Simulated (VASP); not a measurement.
# MgO in VASP: further runs

The runs below take MgO through single point, with r2SCAN, PBE.

Everything below comes from runs of VASP 6.6.1. Logs are shortened: lines on timing, memory, paths and dates and some standing lists are left out, and cuts for length are marked.

**1. The cell of the first run**

The structure is cubic, space group Fm-3m (No. 225). The conventional cell has a = 4.204 Å, b = 4.204 Å, c = 4.204 Å, α = 90.00°, β = 90.00°, γ = 90.00°. Within 2.8 Å of Mg (site symmetry m-3m) lie 6 O at 2.10 Å. Within 2.8 Å of O (site symmetry m-3m) lie 6 Mg at 2.10 Å.

**2. Single point, r2SCAN**

Contents of POSCAR:

```
MgO
1.0
    0.0000000000      2.1021674167      2.1021674167
    2.1021674167      0.0000000000      2.1021674167
    2.1021674167      2.1021674167      0.0000000000
Mg O
1 1
Direct
    0.0000000000      0.0000000000      0.0000000000
    0.5000000000      0.5000000000      0.5000000000
```

Contents of INCAR.step1:

```
SYSTEM = MgO
  ALGO = Normal
  EDIFF = 1E-4
  ENCUT = 520
  GGA = PE
  ISMEAR = 0
  LASPH = .True.
  LCHARG = .False.
  LREAL = .False.
  LWAVE = .True.
  NBANDS = 11
  NELM = 80
  PREC = Accurate
  SIGMA = 0.01
```

Contents of INCAR.step2:

```
SYSTEM = MgO
  ALGO = Normal
  EDIFF = 1E-6
  ENCUT = 520
  ISIF = 2
  ISMEAR = 0
  ISTART = 1
  LASPH = .True.
  LCHARG = .True.
  LELF = .True.
  LMIXTAU = .True.
  LREAL = .False.
  LVHAR = .True.
  LWAVE = .False.
  METAGGA = R2SCAN
  NBANDS = 11
  NELM = 80
  PREC = Accurate
  SIGMA = 0.01
```

Contents of KPOINTS:

```
k-points
0
Gamma
  10 10 10
  0 0 0
```

Potentials or basis: VASP PAW PBE potentials, release 64 (Mg, O).

The run is started by

```bash
$ cat potpaw_PBE.64/Mg/POTCAR potpaw_PBE.64/O/POTCAR > POTCAR
$ cp INCAR.step1 INCAR
$ mpirun -np 1 vasp_std > vasp.out
$ cp INCAR.step2 INCAR
$ mpirun -np 1 vasp_std > vasp.out
```

OUTCAR:

```text
SYSTEM = MgO
   EDIFF = 1E-6
   ENCUT = 520
   ISIF = 2
   ISMEAR = 0
   ISTART = 1
   LASPH = .True.
   LREAL = .False.
   METAGGA = R2SCAN
   NELM = 80
   PREC = Accurate

 ion  position               nearest neighbor table
   1  0.000  0.000  0.000-   2 2.10   2 2.10   2 2.10   2 2.10   2 2.10   2 2.10
   2  0.500  0.500  0.500-   1 2.10   1 2.10   1 2.10   1 2.10   1 2.10   1 2.10

  LATTYP: Found a face centered cubic cell.
 ALAT       =     4.2043348334

  Lattice vectors:

 A1 = (   0.0000000000,   2.1021674167,   2.1021674167)
 A2 = (   2.1021674167,   0.0000000000,   2.1021674167)
 A3 = (   2.1021674167,   2.1021674167,   0.0000000000)

Analysis of symmetry for initial positions (statically):
=====================================================================
 Subroutine PRICEL returns:
 Original cell was already a primitive cell.

 Routine SETGRP: Setting up the symmetry group for a
 face centered cubic supercell.

 Subroutine GETGRP returns: Found 48 space group operations
 (whereof 48 operations were pure point group operations)
 out of a pool of 48 trial point group operations.

The static configuration has the point symmetry O_h .

Analysis of symmetry for dynamics (positions and initial velocities):
=====================================================================
 Subroutine PRICEL returns:
 Original cell was already a primitive cell.

 Routine SETGRP: Setting up the symmetry group for a
 face centered cubic supercell.

 Subroutine GETGRP returns: Found 48 space group operations
 (whereof 48 operations were pure point group operations)
 out of a pool of 48 trial point group operations.

The dynamic configuration has the point symmetry O_h .

 Subroutine INISYM returns: Found 48 space group operations
 (whereof 48 operations are pure point group operations),
 and found     1 'primitive' translations

----------------------------------------------------------------------------------------

                                     Primitive cell

  volume of cell :      18.5794

  direct lattice vectors                    reciprocal lattice vectors
     0.000000000  2.102167417  2.102167417    -0.237849753  0.237849753  0.237849753
     2.102167417  0.000000000  2.102167417     0.237849753 -0.237849753  0.237849753
     2.102167417  2.102167417  0.000000000     0.237849753  0.237849753 -0.237849753

  length of vectors
     2.972913671  2.972913671  2.972913671     0.411967856  0.411967856  0.411967856

  position of ions in fractional coordinates (direct lattice)
     0.000000000  0.000000000  0.000000000
     0.500000000  0.500000000  0.500000000

  ion indices of the primitive-cell ions
   primitive index   ion index
                 1           1
                 2           2

----------------------------------------------------------------------------------------

 KPOINTS: k-points

Automatic generation of k-mesh.
 Grid dimensions read from file:
 generate k-points for:   10   10   10

 Generating k-lattice:

  Cartesian coordinates                     Fractional coordinates (reciprocal lattice)
    -0.023784975  0.023784975  0.023784975     0.100000000  0.000000000  0.000000000
     0.023784975 -0.023784975  0.023784975     0.000000000  0.100000000  0.000000000
     0.023784975  0.023784975 -0.023784975     0.000000000  0.000000000  0.100000000

  Length of vectors
     0.041196786  0.041196786  0.041196786

  Shift w.r.t. Gamma in fractional coordinates (k-lattice)
     0.000000000  0.000000000  0.000000000

 Subroutine IBZKPT returns following result:
 ===========================================

 Found     47 irreducible k-points:

 Following reciprocal coordinates:
            Coordinates               Weight
  0.000000  0.000000  0.000000      1.000000
  0.100000  0.000000  0.000000      8.000000
  0.200000  0.000000  0.000000      8.000000
  0.300000  0.000000  0.000000      8.000000
  0.400000  0.000000  0.000000      8.000000
  0.500000  0.000000  0.000000      4.000000
[... 16 lines left out ...]
  0.300000  0.300000  0.000000      6.000000
  0.400000  0.300000  0.000000     24.000000
 [... further k-points ...]
   k-points           NKPTS =     47   k-points in BZ     NKDIM =     47   number of bands    NBANDS=     11
   number of dos      NEDOS =    301   number of ions     NIONS =      2
   total plane-waves  NPLWV =  13824
   dimension x,y,z NGX =    24 NGY =   24 NGZ =   24
   dimension x,y,z NGXF=    48 NGYF=   48 NGZF=   48
   ions per type =               1   1
   NGX,Y,Z   is equivalent  to a cutoff of  13.42, 13.42, 13.42 a.u.
   NGXF,Y,Z  is equivalent  to a cutoff of  26.84, 26.84, 26.84 a.u.
 SYSTEM =  MgO
   PREC   = accura    normal or accurate (medium, high low for compatibility)
   ISTART =      1    job   : 0-new  1-cont  2-samecut
   ICHARG =      0    charge: 1-file 2-atom 10-const
   ISPIN  =      1    spin polarized calculation?
   LNONCOLLINEAR =      F non collinear calculations
   LSORBIT =      F    spin-orbit coupling
   LASPH  =      T    aspherical Exc in radial PAW
   ENCUT  =  520.0 eV  38.22 Ry    6.18 a.u.   5.53  5.53  5.53*2*pi/ulx,y,z
   NELM   =     80;   NELMIN=  2; NELMDL=  0     # of ELM steps
   EDIFF  = 0.1E-05   stopping-criterion for ELM
   LREAL  =      F    real-space projection
   EDIFFG = 0.1E-04   stopping-criterion for IOM
   NSW    =      0    number of steps for IOM
   IBRION =     -1    ionic relax: 0-MD 1-quasi-New 2-CG
   NFREE  =      0    steps in history (QN), initial steepest desc. (CG)
   ISIF   =      2    stress and relaxation
   ISYM   =      2    0-nonsym 1-usesym 2-fastsym
   POTIM  = 0.5000    time-step for ionic-motion
   TEBEG  =    0.0;   TEEND  =   0.0 temperature during run
   PSTRESS=    0.0 pullay stress
   NELECT =       8.0000    total number of electrons
   NUPDOWN=      -1.0000    fix difference up-down
   EMIN   =  10.00;   EMAX   =-10.00  energy-range for DOS
   EFERMI =   0.00;   METHOD = LEGACY
   ISMEAR =     0;   SIGMA  =   0.01  broadening in eV -4-tet -1-fermi 0-gaus
   EFERMI_NEDOS =   21; number of points for ismear=-14 and -15
   IALGO  =     38    algorithm
   IMIX   =      4    mixing-type and parameters
     AMIX     =   0.40;   BMIX     =  1.00
     AMIX_MAG =   1.60;   BMIX_MAG =  1.00
  volume/ion in A,a.u.               =       9.29        62.69
  Fermi-wavevector in a.u.,A,eV,Ry     =   1.236216  2.336109 20.792816  1.528229
  Thomas-Fermi vector in A             =   2.370833
   LORBIT       =      0    0 simple, 1 ext, 2 COOP (PROOUT), +10 PAW based schemes
   METAGGA = R2SCAN    functional components
   LHFCALC =     F    Hartree Fock is set to
   AEXX    =    0.0000 exact exchange contribution
   IVDW    =     0    specifies the selected vdW correction
   LEPSILON=     F    determine dielectric tensor
   LRPA    =     F    only Hartree local field effects (RPA)
 non-spin polarized calculation
 Gauss-broadening in eV      SIGMA  =   0.01
  energy-cutoff  :      520.00
  volume of cell :       18.58
 maximum number of plane-waves:       531
 NGX is ok and might be reduce to    24
   NGX = 11   NGY = 11   NGZ = 11

 number of electron       8.0000004 magnetization

 Free energy of the ion-electron system (eV)
  ---------------------------------------------------
  ext. energy  EPLUGINS =         0.00000000
  ---------------------------------------------------
  free energy    TOTEN  =       -16.16111232 eV

  energy without entropy =      -16.16111232  energy(sigma->0) =      -16.16111232

 E-fermi :   2.9680     XC(G=0): -11.6234

 val. band max:        2.8163872933   @ k =   0.0000   0.0000   0.0000
 cond. band min:       8.4763525097   @ k =   0.0000   0.0000   0.0000
 fundamental gap:      5.6599652164
 Fermi energy:         2.9679507847

 k-point     1 :       0.0000    0.0000    0.0000
  band No.  band energies     occupation
      1     -15.4125      2.00000
      2       2.8164      2.00000
      3       2.8164      2.00000
      4       2.8164      2.00000
      5       8.4764      0.00000
      6      19.6823      0.00000
      7      19.6823      0.00000
      8      19.6823      0.00000
      9      23.8436      0.00000
     10      25.6170      0.00000
     11      25.6170      0.00000

 k-point     2 :       0.1000    0.0000    0.0000
  band No.  band energies     occupation
      1     -15.3074      2.00000
      2       2.1863      2.00000
      3       2.7464      2.00000
      4       2.7464      2.00000
      5       9.0912      0.00000
      6      18.4388      0.00000
      7      19.9369      0.00000
      8      19.9369      0.00000
      9      24.9060      0.00000
     10      24.9060      0.00000
     11      25.5460      0.00000

 k-point     3 :       0.2000    0.0000    0.0000
  band No.  band energies     occupation
      1     -15.0197      2.00000
      2       0.8652      2.00000
      3       2.5687      2.00000
      4       2.5688      2.00000
      5      10.3041      0.00000
      6      16.9304      0.00000
      7      20.4601      0.00000
      8      20.4601      0.00000
      9      24.2110      0.00000
     10      24.2110      0.00000
     11      26.6340      0.00000

 k-point     4 :       0.3000    0.0000    0.0000
  band No.  band energies     occupation
      1     -14.6338      2.00000
      2      -0.4764      2.00000
      3       2.3596      2.00000
      4       2.3596      2.00000
      5      11.2604      0.00000
      6      16.2950      0.00000
      7      20.6133      0.00000
      8      20.6133      0.00000
      9      24.6889      0.00000
     10      24.6889      0.00000
     11      26.0464      0.00000
[... 239 lines left out ...]
 k-point    22 :      -0.2000    0.2000    0.0000
  band No.  band energies     occupation
      1     -14.5194      2.00000
      2      -0.2783      2.00000
      3       1.4667      2.00000
      4       2.3538      2.00000
      5      12.2571      0.00000
      6      15.7760      0.00000
      7      19.1616      0.00000
      8      21.8972      0.00000
      9      22.4546      0.00000
     10      25.6233      0.00000
     11      29.2980      0.00000

 k-point    23 :       0.3000    0.3000    0.0000
  band No.  band energies     occupation
      1     -14.4357      2.00000
      2      -0.3429      2.00000
      3       1.8569      2.00000
      4       1.8569      2.00000
      5      12.7127      0.00000
      6      14.2051      0.00000
      7      18.4921      0.00000
      8      22.0809      0.00000
      9      22.0809      0.00000
     10      28.3674      0.00000
     11      31.8979      0.00000

 k-point    24 :       0.4000    0.3000    0.0000
  band No.  band energies     occupation
      1     -14.1943      2.00000
      2      -0.7795      2.00000
      3       1.4898      2.00000
      4       1.7049      2.00000
      5      13.4484      0.00000
      6      13.9803      0.00000
      7      17.6492      0.00000
      8      22.3626      0.00000
      9      22.5861      0.00000
     10      29.1718      0.00000
     11      31.4075      0.00000

 [... further k-points ...]
[... 5 lines left out ...]
  --------------------------------------------------------------------------------------
  -------------------------------------------------------------------------------------
  Total       -0.1318515     -0.1318515     -0.1318515      0.0000000      0.0000000      0.0000000
  in kB      -11.3700880    -11.3700880    -11.3700880      0.0000000      0.0000000      0.0000000
  external PRESSURE =     -11.3700880 kB  Pullay stress =       0.0000000 kB

 VOLUME and BASIS-vectors are now :
 -----------------------------------------------------------------------------
  energy-cutoff  :      520.00
  volume of cell :       18.58
      direct lattice vectors                 reciprocal lattice vectors
     0.000000000  2.102167417  2.102167417    -0.237849753  0.237849753  0.237849753
     2.102167417  0.000000000  2.102167417     0.237849753 -0.237849753  0.237849753
     2.102167417  2.102167417  0.000000000     0.237849753  0.237849753 -0.237849753

 POSITION                                       TOTAL-FORCE (eV/Angst)
 -----------------------------------------------------------------------------------
      0.00000      0.00000      0.00000         0.000000      0.000000      0.000000
      2.10217      2.10217      2.10217        -0.000000     -0.000000      0.000000
 -----------------------------------------------------------------------------------
    total drift:                               -0.000000     -0.000000      0.000000

  FREE ENERGIE OF THE ION-ELECTRON SYSTEM (eV)
  ---------------------------------------------------
  free  energy   TOTEN  =       -16.1611123198 eV

  energy  without entropy=      -16.1611123198  energy(sigma->0) =      -16.16111232
```

It took 54 s on 1 thread of AMD EPYC 7R43 (Zen 3), shared host; peak memory 0.11 GiB.

What came out:

```
Free energy            : -16.1611 eV
Pressure               : -1.1 GPa
Band gap on the k mesh : 5.66 eV, direct
```

Caveat: the PAW data sets were made with another functional, which shifts forces and pressure a little.

**3. Single point, r2SCAN (strain +2.5%)**

Contents of POSCAR:

```
MgO
1.0
    0.0000000000      2.1547216021      2.1547216021
    2.1547216021      0.0000000000      2.1547216021
    2.1547216021      2.1547216021      0.0000000000
Mg O
1 1
Direct
    0.0000000000      0.0000000000      0.0000000000
    0.5000000000      0.5000000000      0.5000000000
```

Contents of INCAR.step1:

```
ALGO     = Normal         # electronic algorithm
EDIFF    = 1E-4           # SCF threshold, eV
ENCUT    = 520            # plane-wave cutoff, eV
GGA      = PE             # functional
ISMEAR   = 0              # smearing method
LASPH    = T              # aspherical terms in the spheres
LCHARG   = F              # write CHGCAR
LREAL    = F              # projectors in reciprocal space
LWAVE    = T              # write WAVECAR
NBANDS   = 11             # bands
NELM     = 100            # most SCF steps
PREC     = Accurate       # precision mode
SIGMA    = 0.01           # smearing width, eV
```

Contents of INCAR.step2:

```
ALGO     = Normal         # electronic algorithm
EDIFF    = 1E-7           # SCF threshold, eV
ENCUT    = 520            # plane-wave cutoff, eV
ISIF     = 2              # what is computed and relaxed
ISMEAR   = 0              # smearing method
ISTART   = 1            
LASPH    = T              # aspherical terms in the spheres
LCHARG   = F              # write CHGCAR
LMIXTAU  = T            
LREAL    = F              # projectors in reciprocal space
LWAVE    = F              # write WAVECAR
METAGGA  = R2SCAN         # meta-GGA
NBANDS   = 11             # bands
NELM     = 100            # most SCF steps
PREC     = Accurate       # precision mode
SIGMA    = 0.01           # smearing width, eV
```

Contents of KPOINTS:

```
k-points
0
Gamma
  10 10 10
```

Potentials or basis: VASP PAW PBE potentials, release 64 (Mg, O).

The run is started by

```bash
$ cat potpaw_PBE.64/Mg/POTCAR potpaw_PBE.64/O/POTCAR > POTCAR
$ cp INCAR.step1 INCAR
$ mpirun -np 1 vasp_std > vasp.out
$ cp INCAR.step2 INCAR
$ mpirun -np 1 vasp_std > vasp.out
```

Wall time 64 s (1 thread of AMD EPYC 7R43 (Zen 3), shared host); peak memory 0.11 GiB.

The run converged. Its results:

| Property | Result |
| --- | --- |
| Free energy | -16.1028 eV |
| Pressure | -11.7 GPa |
| Band gap on the k mesh | 4.94 eV, direct |

Levels at points of the mesh, in eV from the valence-band top:
```
           k point  band 1  band 2  band 3  band 4  band 5  band 6  band 7  band 8  band 9
(0.00, 0.00, 0.00)  -17.87    0.00    0.00    0.00    4.94   16.43   16.43   16.43   20.38
(0.50, 0.00, 0.00)  -16.78   -4.31   -0.60   -0.60    8.35   13.00   16.70   16.70   21.32
(0.50, 0.50, 0.00)  -16.55   -3.82   -1.28   -1.28    9.93   10.31   13.54   19.30   19.30
```

Caveat: the cell differs from its parent crystal (strain +2.5%); the PAW data sets were made with another functional, which shifts forces and pressure a little.

**4. Single point, PBE (uniaxial z strain +3.0%)**

Contents of INCAR:

```
PREC = Accurate
ENCUT = 520
EDIFF = 1E-7
ISMEAR = -1
SIGMA = 0.02
LREAL = False
LASPH = True
NELM = 100
ALGO = Normal
ISIF = 2
LWAVE = False
LCHARG = False
GGA = PE
NBANDS = 11
```

Contents of KPOINTS:

```
Automatic mesh
0
Gamma
  10 10 10
```

Contents of POSCAR:

```
MgO
1.0
    0.0000000000      2.1021674167      2.1652324392
    2.1021674167      0.0000000000      2.1652324392
    2.1021674167      2.1021674167      0.0000000000
Mg O
1 1
Direct
    0.0000000000      0.0000000000      0.0000000000
    0.5000000000      0.5000000000      0.5000000000
```

The run is started by

```bash
$ cat potpaw_PBE.64/Mg/POTCAR potpaw_PBE.64/O/POTCAR > POTCAR
$ mpirun -np 1 vasp_std > vasp.out
```

Run time: 22 s. Hardware: 1 thread of AMD EPYC 7R43 (Zen 3), shared host; peak memory 0.11 GiB.

Results (log left out):

```
Free energy            : -11.9056 eV
Pressure               : 0.4 GPa
Band gap on the k mesh : 4.45 eV, direct
```

Stress tensor (GPa, compression positive):
```
 2.08  0.00  0.00
 0.00  2.08  0.00
 0.00  0.00 -3.10
```

Levels at points of the mesh, in eV from the valence-band top:
```
           k point  band 1  band 2  band 3  band 4  band 5  band 6  band 7  band 8  band 9
(0.00, 0.00, 0.00)  -17.18   -0.06   -0.06    0.00    4.45   15.43   15.74   15.74   19.49
(0.50, 0.00, 0.00)  -15.96   -4.55   -0.70   -0.64    7.70   12.29   15.72   16.36   20.48
(0.50, 0.50, 0.00)  -15.76   -4.09   -1.27   -1.27    9.25    9.71   12.55   18.81   18.81
(0.50, 0.00, 0.50)  -15.68   -3.99   -1.49   -1.30    8.96    9.66   12.94   18.17   18.74
```

Caveat: the cell differs from its parent crystal (uniaxial z strain +3.0%).

**5. Single point, PBE (uniaxial x strain +2.5%)**

Contents of INCAR:

```
  PREC = Accurate
  ENCUT = 520
  EDIFF = 1E-6
  ISMEAR = -1
  SIGMA = 0.02
  LREAL = F
  LASPH = T
  NELM = 80
  ALGO = Normal
  ISIF = 2
  LWAVE = F
  LCHARG = F
  GGA = PE
  NBANDS = 11
```

Contents of KPOINTS:

```
regular mesh
0
Gamma
  10 10 10
```

Contents of POSCAR:

```
MgO
1.0
    0.0000000000      2.1021674167      2.1021674167
    2.1547216021      0.0000000000      2.1021674167
    2.1547216021      2.1021674167      0.0000000000
Mg O
1 1
Direct
    0.0000000000      0.0000000000      0.0000000000
    0.5000000000      0.5000000000      0.5000000000
```

The run is started by

```bash
$ cat potpaw_PBE.64/Mg/POTCAR potpaw_PBE.64/O/POTCAR > POTCAR
$ mpirun -np 1 vasp_std > vasp.out
```

Wall time 27 s (1 thread of AMD EPYC 7R43 (Zen 3), shared host); peak memory 0.11 GiB.

The run converged. Its results:

```
Free energy            : -11.9069 eV
Pressure               : 1.0 GPa
Band gap on the k mesh : 4.50 eV, direct
```

Stress tensor (GPa, compression positive):
```
-1.97  0.00  0.00
 0.00  2.52  0.00
 0.00  0.00  2.52
```

Levels at points of the mesh, in eV from the valence-band top:
```csv
k point,band 1,band 2,band 3,band 4,band 5,band 6,band 7,band 8
"(0.00, 0.00, 0.00)",-17.20,-0.05,-0.05,0.00,4.50,15.49,15.75,15.75
"(0.50, 0.00, 0.00)",-15.96,-4.57,-0.69,-0.64,7.74,12.35,15.82,16.36
"(0.50, 0.50, 0.00)",-15.69,-4.01,-1.47,-1.31,8.98,9.72,12.97,18.32
"(0.00, 0.50, 0.50)",-15.76,-4.09,-1.29,-1.29,9.23,9.76,12.65,18.85
```

Caveat: the cell differs from its parent crystal (uniaxial x strain +2.5%).

**6. Overview**

```tsv
level	cell	smearing	gap on the mesh (eV)	pressure (GPa)
r2SCAN	a = 2.973 Å, angles 60.0°, 2 atoms	gaussian 0.01 eV	5.66	-1.1
r2SCAN	a = 3.047 Å, angles 60.0°, 2 atoms	gaussian 0.01 eV	4.94	-11.7
PBE	a = 3.018, b = 3.018, c = 2.973 Å, angles 60.5, 60.5, 59.0°, 2 atoms	fermi-dirac 0.02 eV	4.45	0.4
PBE	a = 2.973, b = 3.010, c = 3.010 Å, angles 59.2, 60.4, 60.4°, 2 atoms	fermi-dirac 0.02 eV	4.50	1.0
```

Alike in all rows: task single point; potentials or basis VASP PAW PBE potentials, release 64 (Mg, O); no spin polarisation; k mesh 10 × 10 × 10; cutoff (eV) 520.

Caveats: the PAW data sets were made with another functional, which shifts forces and pressure a little (some runs).

Absolute energies hang on the potentials; compare differences alone.
